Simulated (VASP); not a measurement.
The system is RbCl.

```xyz
2
Lattice="0.0000 3.3058 3.3058 3.3058 0.0000 3.3058 3.3058 3.3058 0.0000" Properties=species:S:1:pos:R:3 pbc="T T T"
Rb    0.0000    0.0000    0.0000
Cl    3.3058    3.3058    3.3058
```

Program: VASP 6.6.1. Alike in all runs: task single point; potentials or basis VASP PAW PBE potentials, release 64 (Rb_sv, Cl); no spin polarisation; cell as given; smearing gaussian 0.01 eV.

Question: Order these runs on this cell by their band gap on the k mesh, lowest first.
A. level HSE06; k mesh 4 × 4 × 4; cutoff (eV) 400; grid for exact exchange (PRECFOCK) Normal; share of exact exchange 0.25; screening parameter 0.2079 1/Å
B. level PBE; k mesh 4 × 4 × 4; cutoff (eV) 500
C. level r2SCAN; k mesh 6 × 6 × 6; cutoff (eV) 550

Answer: B (4.95 eV), C (5.56 eV), A (6.25 eV).
